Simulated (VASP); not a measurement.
Sn, 1 atom in the cell. The structure is cubic, space group Pm-3m (No. 221). Conventional cell: a = 2.876 Å, b = 2.876 Å, c = 2.876 Å, α = 90.00°, β = 90.00°, γ = 90.00°. Within 3.8 Å of Sn (site symmetry m-3m) lie 6 Sn at 2.88 Å.  This cell differs from its parent crystal: volume scaled by 0.88.

- Program: VASP 6.6.1
- Task: single point
- Functional: LDA
- Potentials or basis: VASP PAW LDA potentials, release 64 (Sn_d)
- Cutoff: 520 eV
- k mesh: 12 × 12 × 12
- Occupations: fermi-dirac, width 0.1 eV
- Spin: no spin polarisation
- Dipole correction: no
- Further INCAR settings: ALGO = Normal; EDIFF = 1e-06; NBANDS = 13

Potentials or basis: VASP PAW LDA potentials, release 64 (Sn_d).

The run is started by

```bash
$ cat potpaw_LDA.64/Sn_d/POTCAR > POTCAR
$ mpirun -np 1 vasp_std > vasp.out
```

Hardware: 1 thread of Intel Xeon 8259CL, with other jobs on the host.

How long does it take, and how much memory?

Wall time 13 s on 1 thread of Intel Xeon 8259CL, with other jobs on the host, peak memory 0.14 GiB. Counts: scf iterations 10, k points 84.
